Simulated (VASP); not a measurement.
Input of a VASP 6.6.1 run:

The input INCAR:

```
PREC = Accurate ; ENCUT = 520
EDIFF = 1E-7 ; ISMEAR = -1
SIGMA = 0.1 ; LREAL = False
LASPH = True ; NELM = 60
ALGO = Normal ; ISIF = 2
LWAVE = False ; LCHARG = True
GGA = B5 ; ALDAX = 1.0
AGGAX = 1.0 ; AGGAC = 1.0
ALDAC = 0.0 ; LELF = True
LVHAR = True ; NBANDS = 10
```

File KPOINTS:

```
regular mesh
0
Gamma
  14 14 14
```

POSCAR

```
K
1.0
   -2.6617055174      2.6617055174      2.6617055174
    2.6617055174     -2.6617055174      2.6617055174
    2.6617055174      2.6617055174     -2.6617055174
K
1
Direct
    0.0000000000      0.0000000000      0.0000000000
```

Potentials or basis: VASP PAW PBE potentials, release 64 (K_sv).

Command:

```console
$ cat potpaw_PBE.64/K_sv/POTCAR > POTCAR
$ mpirun -np 1 vasp_std > vasp.out
```

**Question.** Predict the pressure.

**Answer.** 0.0 GPa.

**Question.** Predict the band gap on the k mesh.

**Answer.** Zero (an odd number of electrons rules out a gap without spin polarisation).

Caveat: the PAW data sets were made with another functional, which shifts forces and pressure a little.
